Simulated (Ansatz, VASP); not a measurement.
Two plane-wave programs on CaO

```
Ca O
1.0
     0.00000    2.35370    2.35370
     2.35370    0.00000    2.35370
     2.35370    2.35370    0.00000
Ca O
1 1
Direct
  0.00000 0.00000 0.00000
  0.50000 0.50000 0.50000
```

Alike in both runs: functional LDA; k mesh 8 × 8 × 8; occupations gaussian, width 0.02 eV; no spin polarisation.

Ansatz relaxed the structure, and its values are those at the end. VASP's run is a single point on that final structure, the one shown.

|  | VASP | Ansatz |
| --- | --- | --- |
| version | VASP 6.6.1 | Ansatz 0.2.0 |
| potentials or method | VASP PAW LDA potentials, release 64 (Ca_sv, O_h), cutoff 1340 eV | scalar-relativistic, plane waves, PAW |
| valence electrons in the cell | 16 | 16 |

|  | VASP | Ansatz | Ansatz less VASP |
| --- | --- | --- | --- |
| gap on the k mesh at the Fermi level (eV) | 3.42 | 3.45 | +0.025 |
| least direct gap on the mesh (eV) | 3.78 | 3.81 | +0.027 |
| pressure (GPa) | 0.9 | 0.0 | -0.94 |

Ansatz warns that its potentials were made for another functional, while VASP's fit it. LDA's correlation is that of Perdew and Zunger in VASP and of Perdew and Wang (1992) in Ansatz.
